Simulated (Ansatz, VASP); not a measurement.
**Ba: VASP beside Ansatz**

INCAR

```
PREC = Accurate ; ENCUT = 520
EDIFF = 1E-6 ; ISMEAR = 0
SIGMA = 0.15 ; LREAL = F
LASPH = T ; NELM = 60
ALGO = Fast ; ISIF = 2
LWAVE = F ; LCHARG = F
GGA = PS ; NBANDS = 11
```

The input KPOINTS:

```
regular mesh
0
Gamma
  14 14 14
```

Contents of POSCAR:

```
Ba
1.0
   -0.7679108792      2.7492381860      2.7492381860
    2.7492381860     -0.7679108792      2.7492381860
    2.7492381860      2.7492381860     -0.7679108792
Ba
1
Direct
    0.0000000000      0.0000000000      0.0000000000
```

Input for Ansatz:

```yaml
crystal:
  lattice:
    - [-0.7679108792, 2.749238186, 2.749238186]
    - [2.749238186, -0.7679108792, 2.749238186]
    - [2.749238186, 2.749238186, -0.7679108792]
  atoms:
    - { symbol: Ba, position: [0.0, 0.0, 0.0] }
basis:
  ecutwfc: 420
kpoints:
  mp_grid: { grid: [14, 14, 14] }
hamiltonian:
  xc: pbesol
  pseudopotentials: { kind: paw }
scf:
  occupations: { method: gaussian, width: 0.15 }
output:
  forces: true
  stress: true
  eigenvalues: true
```

Alike in both runs: task single point; functional PBEsol; k mesh 14 × 14 × 14; occupations gaussian, width 0.15 eV; no spin polarisation.

```csv
,VASP,Ansatz
version,VASP 6.6.1,Ansatz 0.2.0
potentials or method,"VASP PAW PBE potentials, release 64 (Ba_sv), cutoff 520 eV","scalar-relativistic, plane waves, PAW"
valence electrons in the cell,10,10
```

Ansatz gave:

* gap on the k mesh at the Fermi level (eV): none
* pressure (GPa): 0.0
* traceless stress, the component that is largest in VASP (GPa): 0.66

Task: What did VASP give for the same quantities?

Result: gap on the k mesh at the Fermi level (eV): none; pressure (GPa): 0.1; traceless stress, the component that is largest in VASP (GPa): 0.68.

VASP's potentials were made for PBE, not for PBEsol. A gap of «none» marks a metal or a gap that the smearing closes.

Spin-orbit coupling is off throughout.
